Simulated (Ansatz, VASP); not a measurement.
## One calculation of TiO, two programs

INCAR

```
  ALGO = Normal
  EDIFF = 1E-6
  EDIFFG = -0.01
  ENCUT = 600
  GGA = PS
  IBRION = 2
  ISIF = 3
  ISMEAR = 0
  LASPH = True
  LCHARG = False
  LREAL = False
  LWAVE = False
  NELM = 80
  NSW = 80
  PREC = Accurate
  SIGMA = 0.1
```

KPOINTS

```
k-points
0
Gamma
  3 3 4
```

Contents of POSCAR:

```
TiO
1.0
    4.9890877720      0.0000000000      0.0000000000
   -2.4945438860      4.3206767523      0.0000000000
    0.0000000000      0.0000000000      2.8733134400
Ti O
3 3
Direct
    0.6666666667      0.3333333333      0.5000000000
    0.3333333333      0.6666666667      0.5000000000
    0.0000000000      0.0000000000      0.0000000000
    0.6055592400      0.6055592400      0.0000000000
    0.3944407600      0.0000000000      0.0000000000
    0.0000000000      0.3944407600      0.0000000000
```

Input for Ansatz:

```yaml
crystal:
  lattice:
    - [4.989087772, 0.0, 0.0]
    - [-2.494543886, 4.3206767523, 0.0]
    - [0.0, 0.0, 2.87331344]
  atoms:
    - { symbol: Ti, position: [0.6666666667, 0.3333333333, 0.5] }
    - { symbol: Ti, position: [0.3333333333, 0.6666666667, 0.5] }
    - { symbol: Ti, position: [0.0, 0.0, 0.0] }
    - { symbol: O, position: [0.60555924, 0.60555924, 0.0] }
    - { symbol: O, position: [0.39444076, 0.0, 0.0] }
    - { symbol: O, position: [0.0, 0.39444076, 0.0] }
basis:
  ecutwfc: 420
kpoints:
  mp_grid: { grid: [3, 3, 4] }
hamiltonian:
  xc: pbesol
scf:
  occupations: { method: gaussian, width: 0.1 }
output:
  forces: true
  stress: true
  eigenvalues: true
relax:
  adjacent_minimum: "off"
  f_tol: 0.01
  max_steps: 60
  cell: { stress_tol: 0.05 }
```

Alike in both runs: task relaxation of cell and atoms; functional PBEsol; k mesh 3 × 3 × 4; occupations gaussian, width 0.1 eV; no spin polarisation.

```csv
,VASP,Ansatz
version,VASP 6.6.1,Ansatz 0.2.0
potentials or method,"VASP PAW PBE potentials, release 64 (Ti_sv, O), cutoff 600 eV","scalar-relativistic, plane waves, PAW"
valence electrons in the cell,54,54
```

Ansatz gave:

```
gap on the k mesh at the Fermi level, each at its own relaxed structure (eV) : none
relaxed volume (Å³/atom)                                                     : 10.06
relaxed cell length with the largest relative difference (Å)                 : 4.950
```

**Question.** Which values does VASP return?

**Answer.** gap on the k mesh at the Fermi level, each at its own relaxed structure (eV): none; relaxed volume (Å³/atom): 10.09; relaxed cell length with the largest relative difference (Å): 4.955.

VASP's potentials were made for PBE, not for PBEsol. A gap of «none» marks a metal or a gap that the smearing closes.

The k mesh is coarse, so the values compare programs but aren't converged.
